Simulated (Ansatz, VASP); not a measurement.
Two plane-wave programs on NaCl

File INCAR:

```
  PREC = Accurate
  ENCUT = 520
  EDIFF = 1E-6
  ISMEAR = 0
  SIGMA = 0.05
  LREAL = F
  LASPH = T
  NELM = 60
  ALGO = Normal
  ISIF = 2
  LWAVE = F
  LCHARG = T
  GGA = PE
  LELF = T
  LVHAR = T
  NBANDS = 14
```

File KPOINTS:

```
regular mesh
0
Gamma
  6 6 6
```

The input POSCAR:

```
NaCl
1.0
    3.4146352500      0.0000000000      0.0000000000
    0.0000000000      3.4146352500      0.0000000000
    0.0000000000      0.0000000000      3.4146352500
Na Cl
1 1
Direct
    0.0000000000      0.0000000000      0.0000000000
    0.5000000000      0.5000000000      0.5000000000
```

Input for Ansatz:

```yaml
crystal:
  lattice:
    - [3.41463525, 0.0, 0.0]
    - [0.0, 3.41463525, 0.0]
    - [0.0, 0.0, 3.41463525]
  atoms:
    - { symbol: Na, position: [0.0, 0.0, 0.0] }
    - { symbol: Cl, position: [0.5, 0.5, 0.5] }
basis:
  ecutwfc: 420
kpoints:
  mp_grid: { grid: [6, 6, 6] }
hamiltonian:
  xc: pbe
scf:
  occupations: { method: gaussian, width: 0.05 }
output:
  forces: true
  stress: true
  eigenvalues: true
```

Change from the starting cell: strain -0.025 along x and y, -0.025 along z, atoms carried along.

Alike in both runs: task single point; functional PBE; k mesh 6 × 6 × 6; occupations gaussian, width 0.05 eV; no spin polarisation.

```csv
,VASP,Ansatz
version,VASP 6.6.1,Ansatz 0.2.0
potentials or method,"VASP PAW PBE potentials, release 64 (Na_pv, Cl), cutoff 520 eV","scalar-relativistic, plane waves, PAW"
valence electrons in the cell,14,16
```

|  | VASP | Ansatz | Ansatz less VASP |
| --- | --- | --- | --- |
| gap on the k mesh at the Fermi level (eV) | 4.25 | 4.25 | 0.000 |
| least direct gap on the mesh (eV) | 4.80 | 4.80 | 0.000 |
| pressure (GPa) | 2.4 | 2.5 | +0.05 |

The functional is the same, so the differences come from potentials, cutoffs and numerics. VASP's potentials hold 14 valence electrons a cell and Ansatz's 16, so a difference there can come from the potentials and not from the codes.
